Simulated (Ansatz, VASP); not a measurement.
HfC in VASP and in Ansatz

```
Hf C
1.0
     0.00000    2.32500    2.32500
     2.32500    0.00000    2.32500
     2.32500    2.32500    0.00000
Hf C
1 1
Direct
  0.50000 0.50000 0.50000
  0.00000 0.00000 0.00000
```

Alike in both runs: task relaxation of cell and atoms; functional LDA; k mesh 18 × 18 × 18; occupations fermi-dirac, width 0.08 eV; no spin polarisation.

```csv
,VASP,Ansatz
version,VASP 6.6.1,Ansatz 0.2.0
potentials or method,"VASP PAW LDA potentials, release 64 (Hf_pv, C)","PAW with Ansatz's default frozen-core files, scalar-relativistic"
plane-wave cutoff (eV),600,420
valence electrons in the cell,14,30
```

```csv
,VASP,Ansatz,Ansatz less VASP
relaxed volume (Å³/atom),11.98,11.95,-0.023
relaxed cell length with the largest relative difference (Å),3.236,3.233,-0.0021
```

LDA's correlation is that of Perdew and Zunger in VASP and of Perdew and Wang (1992) in Ansatz. VASP's potentials hold 14 valence electrons a cell and Ansatz's 30, so a difference there can come from the potentials and not from the codes.

Spin-orbit coupling is off throughout.
